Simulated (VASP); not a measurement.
## BaTe: G0W0 quasiparticle levels with PBE

BaTe:

```
Ba Te
1.0
     0.00000    3.53339    3.53339
     3.53339    0.00000    3.53339
     3.53339    3.53339    0.00000
Ba Te
1 1
Direct
  0.00000 0.00000 0.00000
  0.50000 0.50000 0.50000
```

* Program: VASP 6.6.1
* Task: G0W0 quasiparticle levels
* Functional: PBE
* Potentials or basis: VASP PAW PBE potentials, release 64 (Ba_sv_GW, Te_GW)
* Cutoff: 500 eV
* k mesh: 4 × 4 × 4
* Occupations: gaussian, width 0.01 eV
* Spin: no spin polarisation
* Dipole correction: no
* GW scheme: G0W0
* GW iterations: 1
* Cutoff of the response function: 120
* Frequency points: 48
* Empty bands: 263
* Further INCAR settings: ALGO = EVGW0; EDIFF = 1e-08; NBANDS = 271

- Band gap on the k mesh, mean-field level: 1.65 eV, indirect (least direct gap 2.00 eV)
- Quasiparticle gap: 2.65 eV
- Least direct quasiparticle gap: 3.05 eV

Levels at points of the mesh, in eV from the valence-band top:
```csv
k point,band 6,band 7,band 8,band 9,band 10,band 11
"(0.00, 0.00, 0.00)",0.00,0.00,0.00,2.86,3.01,3.01
"(0.50, 0.00, 0.00)",-2.10,-1.02,-1.02,4.10,4.76,4.90
"(0.50, 0.50, 0.00)",-1.07,-0.36,-0.36,1.65,4.45,4.58
```

Wall time 6.4 min on 1 thread of Intel(R) Xeon(R) 6975P-C (Granite Rapids), on a shared host, peak memory 1.2 GiB.

Caveat: bands, screening cutoff and mesh are small and nothing is extrapolated, so the quasiparticle values aren't converged; spin-orbit coupling is left out, which moves the levels of the heavy elements. A k mesh can miss the band edges.
